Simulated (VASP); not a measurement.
Here is a VASP 6.6.1 calculation.

Contents of INCAR:

```
SYSTEM = CoSi2
ALGO = Normal
EDIFF = 1E-6
ENCUT = 520
GGA = PE
ISIF = 2
ISMEAR = -1
LASPH = .True.
LCHARG = .False.
LREAL = .False.
LWAVE = .False.
NBANDS = 16
NELM = 60
PREC = Accurate
SIGMA = 0.08
```

Contents of KPOINTS:

```
k-points
0
Gamma
  15 15 15
  0 0 0
```

POSCAR

```
CoSi2
1.0
   -1.5332738092      1.5332738092      3.4401317815
    1.5332738092     -1.5332738092      3.4401317815
    1.5332738092      1.5332738092     -3.4401317815
Co Si
1 2
Direct
    0.0000000000      0.0000000000      0.0000000000
    0.3349246006      0.3349246006      0.0000000000
   -0.3349246006     -0.3349246006      0.0000000000
```

Potentials or basis: VASP PAW PBE potentials, release 64 (Co, Si).

Launch:

```bash
$ cat potpaw_PBE.64/Co/POTCAR potpaw_PBE.64/Si/POTCAR > POTCAR
$ mpirun -np 1 vasp_std > vasp.out
```

(1) Estimate the largest force.

(2) Predict the pressure.

Results:

(1) 0.007 eV/Å.

(2) 23.9 GPa.
